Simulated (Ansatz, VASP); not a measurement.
**One calculation of SnO2, two programs**

Contents of INCAR:

```
SYSTEM = SnO2
ALGO = Normal
EDIFF = 1E-7
ENCUT = 520
GGA = PE
ISIF = 2
ISMEAR = 0
IVDW = 12
LASPH = .TRUE.
LCHARG = .FALSE.
LREAL = .FALSE.
LWAVE = .FALSE.
NBANDS = 35
NELM = 100
PREC = Accurate
SIGMA = 0.05
```

Contents of KPOINTS:

```
k-points
0
G
  12 12 4
  0 0 0
```

Contents of POSCAR:

```
SnO2
1.0
    3.2915730852      0.0000000000      0.0000000000
   -1.6457865426      2.8505859103      0.0000000000
    0.0000000000      0.0000000000     10.5950939857
Sn O
2 4
Direct
   -0.1299952337      0.0000000000      0.5000000000
    0.1299952337      0.0000000000      0.0000000000
    0.5350373549      0.3333333333      0.4018520904
    0.7982959785      0.3333333333      0.0981479096
    0.2017040215      0.6666666667      0.5981479096
    0.4649626451      0.6666666667      0.9018520904
```

Input for Ansatz:

```yaml
crystal:
  lattice:
    - [3.2915730852, 0.0, 0.0]
    - [-1.6457865426, 2.8505859103, 0.0]
    - [0.0, 0.0, 10.5950939857]
  atoms:
    - { symbol: Sn, position: [-0.1299952337, 0.0, 0.5] }
    - { symbol: Sn, position: [0.1299952337, 0.0, 0.0] }
    - { symbol: O, position: [0.5350373549, 0.3333333333, 0.4018520904] }
    - { symbol: O, position: [0.7982959785, 0.3333333333, 0.0981479096] }
    - { symbol: O, position: [0.2017040215, 0.6666666667, 0.5981479096] }
    - { symbol: O, position: [0.4649626451, 0.6666666667, 0.9018520904] }
basis:
  ecutwfc: 520.0
kpoints:
  mp_grid: { grid: [12, 12, 4] }
hamiltonian:
  xc: pbe
  pseudopotentials: { kind: paw, azcp: { folder: soft_1 } }
  dispersion: d3bj
scf:
  occupations: { method: gaussian, width: 0.05 }
output:
  forces: true
  stress: true
  eigenvalues: true
```

Change from the starting cell: mode 1 frozen in at -0.423 Å, equal normal strain along x, y and z +0.0250.

Alike in both runs: task single point; functional PBE; dispersion D3(BJ); k mesh 12 × 12 × 4; occupations gaussian, width 0.05 eV; no spin polarisation.

```csv
,VASP,Ansatz
version,VASP 6.6.1,Ansatz 0.2.0
potentials or method,"VASP PAW PBE potentials, release 64 (Sn_d, O), cutoff 520 eV","scalar-relativistic, plane waves, PAW"
valence electrons in the cell,52,52
```

|  | VASP | Ansatz | Ansatz less VASP |
| --- | --- | --- | --- |
| gap on the k mesh at the Fermi level (eV) | 1.70 | 1.73 | +0.022 |
| least direct gap on the mesh (eV) | 1.96 | 1.97 | +0.016 |
| pressure (GPa) | -8.1 | -8.6 | -0.44 |
| traceless stress, the component that is largest in VASP (GPa) | 2.67 | 2.95 | +0.277 |
| rms of the force components (eV/Å) | 0.305 | 0.327 | +0.0227 |

Atom by atom the forces differ by 0.023 eV/Å (rms over components).
